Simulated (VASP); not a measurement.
# BP in VASP: notebook

Runs on BP. Level: PBE. Tasks: single point.

Everything below comes from runs of VASP 6.6.1. Logs are shortened: lines on timing, memory, paths and dates and some standing lists are left out, and cuts for length are marked.

### 1 The cell of the first run

Symmetry: I-4m2, No. 119, tetragonal system. The conventional cell has a = 3.264 Å, b = 3.264 Å, c = 4.548 Å, α = 90.00°, β = 90.00°, γ = 90.00°. B (site symmetry -4m2) has 4 P at 1.99 Å within 2.6 Å. Within 2.6 Å of P (site symmetry -4m2) lie 4 B at 1.99 Å.

### 2 Single point, PBE (strain +0.015 along x and y, +0.000 along z)

The input, INCAR:

```
SYSTEM = BP
ALGO = Normal
EDIFF = 1E-6
ENCUT = 520
GGA = PE
ISIF = 2
ISMEAR = 0
LASPH = .True.
LCHARG = .False.
LREAL = .False.
LWAVE = .False.
NBANDS = 11
NELM = 80
PREC = Accurate
SIGMA = 0.05
```

The input, KPOINTS:

```
k-points
0
Gamma
  10 10 10
  0 0 0
```

The input, POSCAR:

```
BP
1.0
    0.0000000000      2.3082641451      2.2741518671
    2.3082641451      0.0000000000      2.2741518671
    2.3082641451      2.3082641451      0.0000000000
B P
1 1
Direct
    0.0000000000      0.0000000000      0.0000000000
    0.7500000000      0.7500000000      0.7500000000
```

Potentials or basis: VASP PAW PBE potentials, release 64 (B, P).

On the command line:

```console
> cat potpaw_PBE.64/B/POTCAR potpaw_PBE.64/P/POTCAR > POTCAR
> mpirun -np 1 vasp_std > vasp.out
```

OUTCAR:

```text
SYSTEM = BP
   EDIFF = 1E-6
   ENCUT = 520
   GGA = PE
   ISIF = 2
   ISMEAR = 0
   LASPH = .True.
   LREAL = .False.
   NELM = 80
   PREC = Accurate

 ion  position               nearest neighbor table
   1  0.000  0.000  0.000-   2 1.99   2 1.99   2 1.99   2 1.99
   2  0.750  0.750  0.750-   1 1.99   1 1.99   1 1.99   1 1.99

  LATTYP: Found a body centered tetragonal cell.
 ALAT       =     3.2643784595
 C/A-ratio  =     1.3933138546

  Lattice vectors:

 A1 = (   0.0000000000,  -2.3082641451,  -2.2741518671)
 A2 = (   0.0000000000,   2.3082641451,  -2.2741518671)
 A3 = (   2.3082641451,   0.0000000000,   2.2741518671)

Analysis of symmetry for initial positions (statically):
=====================================================================
 Subroutine PRICEL returns:
 Original cell was already a primitive cell.

 Routine SETGRP: Setting up the symmetry group for a
 body centered tetragonal supercell.

 Subroutine GETGRP returns: Found  8 space group operations
 (whereof  8 operations were pure point group operations)
 out of a pool of 16 trial point group operations.

The static configuration has the point symmetry D_2d.

Analysis of symmetry for dynamics (positions and initial velocities):
=====================================================================
 Subroutine PRICEL returns:
 Original cell was already a primitive cell.

 Routine SETGRP: Setting up the symmetry group for a
 body centered tetragonal supercell.

 Subroutine GETGRP returns: Found  8 space group operations
 (whereof  8 operations were pure point group operations)
 out of a pool of 16 trial point group operations.

The dynamic configuration has the point symmetry D_2d.

 Subroutine INISYM returns: Found  8 space group operations
 (whereof  8 operations are pure point group operations),
 and found     1 'primitive' translations

----------------------------------------------------------------------------------------

                                     Primitive cell

  volume of cell :      24.2337

  direct lattice vectors                    reciprocal lattice vectors
     0.000000000  2.308264145  2.274151867    -0.216612991  0.216612991  0.219862186
     2.308264145  0.000000000  2.274151867     0.216612991 -0.216612991  0.219862186
     2.308264145  2.308264145  0.000000000     0.216612991  0.216612991 -0.219862186

  length of vectors
     3.240347216  3.240347216  3.264378460     0.377069962  0.377069962  0.377069962

  position of ions in fractional coordinates (direct lattice)
     0.000000000  0.000000000  0.000000000
     0.750000000  0.750000000  0.750000000

  ion indices of the primitive-cell ions
   primitive index   ion index
                 1           1
                 2           2

----------------------------------------------------------------------------------------

 KPOINTS: k-points

Automatic generation of k-mesh.
 Grid dimensions read from file:
 generate k-points for:   10   10   10

 Generating k-lattice:

  Cartesian coordinates                     Fractional coordinates (reciprocal lattice)
    -0.021661299  0.021661299  0.021986219     0.100000000  0.000000000  0.000000000
     0.021661299 -0.021661299  0.021986219     0.000000000  0.100000000  0.000000000
     0.021661299  0.021661299 -0.021986219     0.000000000  0.000000000  0.100000000

  Length of vectors
     0.037706996  0.037706996  0.037706996

  Shift w.r.t. Gamma in fractional coordinates (k-lattice)
     0.000000000  0.000000000  0.000000000

 Subroutine IBZKPT returns following result:
 ===========================================

 Found    102 irreducible k-points:

 Following reciprocal coordinates:
            Coordinates               Weight
  0.000000  0.000000  0.000000      1.000000
  0.100000 -0.000000  0.000000      8.000000
  0.200000 -0.000000  0.000000      8.000000
  0.300000 -0.000000  0.000000      8.000000
  0.400000  0.000000  0.000000      8.000000
  0.500000  0.000000  0.000000      4.000000
[... 16 lines left out ...]
  0.300000  0.300000  0.000000      2.000000
  0.400000  0.300000  0.000000      8.000000
 [... further k-points ...]
   k-points           NKPTS =    102   k-points in BZ     NKDIM =    102   number of bands    NBANDS=     11
   number of dos      NEDOS =    301   number of ions     NIONS =      2
   total plane-waves  NPLWV =  13824
   dimension x,y,z NGX =    24 NGY =   24 NGZ =   24
   dimension x,y,z NGXF=    48 NGYF=   48 NGZF=   48
   ions per type =               1   1
   NGX,Y,Z   is equivalent  to a cutoff of  12.31, 12.31, 12.22 a.u.
   NGXF,Y,Z  is equivalent  to a cutoff of  24.63, 24.63, 24.45 a.u.
 SYSTEM =  BP
   PREC   = accura    normal or accurate (medium, high low for compatibility)
   ISTART =      0    job   : 0-new  1-cont  2-samecut
   ICHARG =      2    charge: 1-file 2-atom 10-const
   ISPIN  =      1    spin polarized calculation?
   LNONCOLLINEAR =      F non collinear calculations
   LSORBIT =      F    spin-orbit coupling
   LASPH  =      T    aspherical Exc in radial PAW
   ENCUT  =  520.0 eV  38.22 Ry    6.18 a.u.   6.02  6.02  6.07*2*pi/ulx,y,z
   NELM   =     80;   NELMIN=  2; NELMDL= -5     # of ELM steps
   EDIFF  = 0.1E-05   stopping-criterion for ELM
   LREAL  =      F    real-space projection
   EDIFFG = 0.1E-04   stopping-criterion for IOM
   NSW    =      0    number of steps for IOM
   IBRION =     -1    ionic relax: 0-MD 1-quasi-New 2-CG
   NFREE  =      0    steps in history (QN), initial steepest desc. (CG)
   ISIF   =      2    stress and relaxation
   ISYM   =      2    0-nonsym 1-usesym 2-fastsym
   POTIM  = 0.5000    time-step for ionic-motion
   TEBEG  =    0.0;   TEEND  =   0.0 temperature during run
   PSTRESS=    0.0 pullay stress
   NELECT =       8.0000    total number of electrons
   NUPDOWN=      -1.0000    fix difference up-down
   EMIN   =  10.00;   EMAX   =-10.00  energy-range for DOS
   EFERMI =   0.00;   METHOD = LEGACY
   ISMEAR =     0;   SIGMA  =   0.05  broadening in eV -4-tet -1-fermi 0-gaus
   EFERMI_NEDOS =   21; number of points for ismear=-14 and -15
   IALGO  =     38    algorithm
   IMIX   =      4    mixing-type and parameters
     AMIX     =   0.40;   BMIX     =  1.00
     AMIX_MAG =   1.60;   BMIX_MAG =  1.00
  volume/ion in A,a.u.               =      12.12        81.77
  Fermi-wavevector in a.u.,A,eV,Ry     =   1.131440  2.138111 17.417571  1.280155
  Thomas-Fermi vector in A             =   2.268138
   LORBIT       =      0    0 simple, 1 ext, 2 COOP (PROOUT), +10 PAW based schemes
   GGA     = PE    functional components
   LHFCALC =     F    Hartree Fock is set to
   AEXX    =    0.0000 exact exchange contribution
   IVDW    =     0    specifies the selected vdW correction
   LEPSILON=     F    determine dielectric tensor
   LRPA    =     F    only Hartree local field effects (RPA)
 non-spin polarized calculation
 Gauss-broadening in eV      SIGMA  =   0.05
  energy-cutoff  :      520.00
  volume of cell :       24.23
 maximum number of plane-waves:       666
   NGX = 13   NGY = 13   NGZ = 13

 number of electron       7.9999999 magnetization

 Free energy of the ion-electron system (eV)
  ---------------------------------------------------
  ext. energy  EPLUGINS =         0.00000000
  ---------------------------------------------------
  free energy    TOTEN  =       -12.91710869 eV

  energy without entropy =      -12.91710869  energy(sigma->0) =      -12.91710869

 E-fermi :   7.3480     XC(G=0): -10.7506

 val. band max:        7.0994706395   @ k =   0.0000   0.0000   0.0000
 cond. band min:       8.1685926970   @ k =   0.4000   0.4000   0.0000
 fundamental gap:      1.0691220574
 Fermi energy:         7.3480341502

 k-point     1 :       0.0000    0.0000    0.0000
  band No.  band energies     occupation
      1      -8.1320      2.00000
      2       6.9588      2.00000
      3       6.9588      2.00000
      4       7.0995      2.00000
      5      10.2995      0.00000
      6      10.3848      0.00000
      7      10.3848      0.00000
      8      13.8261      0.00000
      9      18.2781      0.00000
     10      18.8425      0.00000
     11      19.2160      0.00000

 k-point     2 :       0.1000   -0.0000    0.0000
  band No.  band energies     occupation
      1      -7.9572      2.00000
      2       5.7268      2.00000
      3       6.6690      2.00000
      4       6.7749      2.00000
      5      10.6771      0.00000
      6      10.7754      0.00000
      7      10.8032      0.00000
      8      14.3855      0.00000
      9      18.2155      0.00000
     10      18.5181      0.00000
     11      18.8302      0.00000

 k-point     3 :       0.2000   -0.0000    0.0000
  band No.  band energies     occupation
      1      -7.4401      2.00000
      2       3.4413      2.00000
      3       6.1134      2.00000
      4       6.2414      2.00000
      5      10.8688      0.00000
      6      11.4582      0.00000
      7      11.4673      0.00000
      8      15.6610      0.00000
      9      17.6953      0.00000
     10      17.8687      0.00000
     11      19.6830      0.00000

 k-point     4 :       0.3000   -0.0000    0.0000
  band No.  band energies     occupation
      1      -6.6118      2.00000
      2       1.1452      2.00000
      3       5.6224      2.00000
      4       5.7770      2.00000
      5      10.7370      0.00000
      6      11.7635      0.00000
      7      11.8538      0.00000
      8      16.7191      0.00000
      9      18.3173      0.00000
     10      18.3212      0.00000
     11      19.9015      0.00000
[... 239 lines left out ...]
 k-point    22 :      -0.2000    0.2000    0.0000
  band No.  band energies     occupation
      1      -6.3450      2.00000
      2       1.8837      2.00000
      3       3.0460      2.00000
      4       5.6992      2.00000
      5      11.2696      0.00000
      6      12.2404      0.00000
      7      13.3403      0.00000
      8      15.1246      0.00000
      9      16.4290      0.00000
     10      20.2578      0.00000
     11      22.2570      0.00000

 k-point    23 :       0.3000    0.3000    0.0000
  band No.  band energies     occupation
      1      -6.0447      2.00000
      2       2.3178      2.00000
      3       3.8082      2.00000
      4       3.8082      2.00000
      5       8.4398      0.00000
      6      10.8952      0.00000
      7      15.6504      0.00000
      8      15.6504      0.00000
      9      19.7203      0.00000
     10      21.0970      0.00000
     11      23.2089      0.00000

 k-point    24 :       0.4000    0.3000    0.0000
  band No.  band energies     occupation
      1      -5.2386      2.00000
      2       0.9959      2.00000
      3       3.0564      2.00000
      4       3.5144      2.00000
      5       8.7225      0.00000
      6      10.5518      0.00000
      7      16.2351      0.00000
      8      16.2462      0.00000
      9      20.6926      0.00000
     10      21.9999      0.00000
     11      23.6504      0.00000

 [... further k-points ...]
[... 5 lines left out ...]
  --------------------------------------------------------------------------------------
  -------------------------------------------------------------------------------------
  Total       -0.9097196     -0.9097196     -0.3362397      0.0000000      0.0000000      0.0000000
  in kB      -60.1447427    -60.1447427    -22.2299785      0.0000000      0.0000000      0.0000000
  external PRESSURE =     -47.5064880 kB  Pullay stress =       0.0000000 kB

 VOLUME and BASIS-vectors are now :
 -----------------------------------------------------------------------------
  energy-cutoff  :      520.00
  volume of cell :       24.23
      direct lattice vectors                 reciprocal lattice vectors
     0.000000000  2.308264145  2.274151867    -0.216612991  0.216612991  0.219862186
     2.308264145  0.000000000  2.274151867     0.216612991 -0.216612991  0.219862186
     2.308264145  2.308264145  0.000000000     0.216612991  0.216612991 -0.219862186

 POSITION                                       TOTAL-FORCE (eV/Angst)
 -----------------------------------------------------------------------------------
      0.00000      0.00000      0.00000         0.000000      0.000000      0.000000
      3.46240      3.46240      3.41123        -0.000000     -0.000000     -0.000000
 -----------------------------------------------------------------------------------
    total drift:                               -0.000000     -0.000000     -0.000000

  FREE ENERGIE OF THE ION-ELECTRON SYSTEM (eV)
  ---------------------------------------------------
  free  energy   TOTEN  =       -12.9171086863 eV

  energy  without entropy=      -12.9171086863  energy(sigma->0) =      -12.91710869
```

Wall time 7.4 s (1 thread of Intel Xeon 6975P-C (Granite Rapids), shared host); peak memory 0.14 GiB.

Results:

```yaml
Free_energy: -12.9171 eV
Pressure: -4.8 GPa
Band_gap_on_the_k_mesh: 1.07 eV, indirect (least direct gap 3.20 eV)
```

Stress tensor (GPa, compression positive):
```
-6.01  0.00  0.00
 0.00 -6.01  0.00
 0.00  0.00 -2.22
```

Caveat: the cell differs from its parent crystal (strain +0.015 along x and y, +0.000 along z). A k mesh can miss the band edges.

### 3 Single point, PBE (strain +0.030 along x and y, +0.000 along z)

The input, INCAR:

```
ALGO = Normal ; EDIFF = 1E-6
ENCUT = 520 ; GGA = PE
ISIF = 2 ; ISMEAR = 0
LASPH = True ; LCHARG = False
LREAL = False ; LWAVE = False
NBANDS = 11 ; NELM = 80
PREC = Accurate ; SIGMA = 0.05
```

The input, KPOINTS:

```
k-points
0
Gamma
  10 10 10
```

The input, POSCAR:

```
BP
1.0
    0.0000000000      2.3423764231      2.2741518671
    2.3423764231      0.0000000000      2.2741518671
    2.3423764231      2.3423764231      0.0000000000
B P
1 1
Direct
    0.0000000000      0.0000000000      0.0000000000
    0.7500000000      0.7500000000      0.7500000000
```

Potentials or basis: VASP PAW PBE potentials, release 64 (B, P).

On the command line:

```console
> cat potpaw_PBE.64/B/POTCAR potpaw_PBE.64/P/POTCAR > POTCAR
> mpirun -np 1 vasp_std > vasp.out
```

OUTCAR:

```text
EDIFF = 1E-6
   ENCUT = 520
   GGA = PE
   ISIF = 2
   ISMEAR = 0
   LASPH = True
   LREAL = False
   NELM = 80
   PREC = Accurate

 ion  position               nearest neighbor table
   1  0.000  0.000  0.000-   2 2.01   2 2.01   2 2.01   2 2.01
   2  0.750  0.750  0.750-   1 2.01   1 2.01   1 2.01   1 2.01

  LATTYP: Found a body centered tetragonal cell.
 ALAT       =     3.3126205057
 C/A-ratio  =     1.3730228761

  Lattice vectors:

 A1 = (   0.0000000000,  -2.3423764231,  -2.2741518671)
 A2 = (   0.0000000000,   2.3423764231,  -2.2741518671)
 A3 = (   2.3423764231,   0.0000000000,   2.2741518671)

Analysis of symmetry for initial positions (statically):
=====================================================================
 Subroutine PRICEL returns:
 Original cell was already a primitive cell.

 Routine SETGRP: Setting up the symmetry group for a
 body centered tetragonal supercell.

 Subroutine GETGRP returns: Found  8 space group operations
 (whereof  8 operations were pure point group operations)
 out of a pool of 16 trial point group operations.

The static configuration has the point symmetry D_2d.

Analysis of symmetry for dynamics (positions and initial velocities):
[... 163 lines left out ...]
 fundamental gap:      0.9005776229
 Fermi energy:         7.0814941052

 k-point     1 :       0.0000    0.0000    0.0000
  band No.  band energies     occupation
      1      -8.2127      2.00000
      2       6.5817      2.00000
      3       6.5817      2.00000
      4       6.8518      2.00000
      5       9.8740      0.00000
      6      10.0451      0.00000
      7      10.0451      0.00000
      8      13.0514      0.00000
      9      17.7599      0.00000
     10      18.2521      0.00000
     11      18.9603      0.00000
[... 309 lines left out ...]
 k-point    24 :       0.4000    0.3000    0.0000
  band No.  band energies     occupation
      1      -5.3494      2.00000
      2       0.7857      2.00000
      3       2.7984      2.00000
      4       3.1889      2.00000
      5       8.2918      0.00000
      6      10.1470      0.00000
      7      15.7067      0.00000
      8      15.7154      0.00000
      9      20.1216      0.00000
     10      21.4465      0.00000
     11      23.0166      0.00000

 [... further k-points ...]
[... 5 lines left out ...]
  --------------------------------------------------------------------------------------
  -------------------------------------------------------------------------------------
  Total       -1.7326003     -1.7326003     -0.6129163      0.0000000      0.0000000      0.0000000
  in kB     -111.2361962   -111.2361962    -39.3503797      0.0000000      0.0000000      0.0000000
  external PRESSURE =     -87.2742573 kB  Pullay stress =       0.0000000 kB

 VOLUME and BASIS-vectors are now :
 -----------------------------------------------------------------------------
  energy-cutoff  :      520.00
  volume of cell :       24.96
      direct lattice vectors                 reciprocal lattice vectors
     0.000000000  2.342376423  2.274151867    -0.213458433  0.213458433  0.219862186
     2.342376423  0.000000000  2.274151867     0.213458433 -0.213458433  0.219862186
     2.342376423  2.342376423  0.000000000     0.213458433  0.213458433 -0.219862186

 POSITION                                       TOTAL-FORCE (eV/Angst)
 -----------------------------------------------------------------------------------
      0.00000      0.00000      0.00000        -0.000000     -0.000000     -0.000000
      3.51356      3.51356      3.41123         0.000000      0.000000      0.000000
 -----------------------------------------------------------------------------------
    total drift:                                0.000000      0.000000     -0.000001

  FREE ENERGIE OF THE ION-ELECTRON SYSTEM (eV)
  ---------------------------------------------------
  free  energy   TOTEN  =       -12.8785739331 eV

  energy  without entropy=      -12.8785739331  energy(sigma->0) =      -12.87857393
```

It took 8.5 s on 1 thread of Intel Xeon 6975P-C (Granite Rapids), shared host; peak memory 0.15 GiB.

What came out:

* Free energy: -12.8786 eV
* Pressure: -8.7 GPa
* Band gap on the k mesh: 0.90 eV, indirect (least direct gap 3.02 eV)

Stress tensor (GPa, compression positive):
```
-11.12   0.00   0.00
  0.00 -11.12   0.00
  0.00   0.00  -3.94
```

Caveat: the cell differs from its parent crystal (strain +0.030 along x and y, +0.000 along z). A k mesh can miss the band edges.

[end of part 1 of 2]
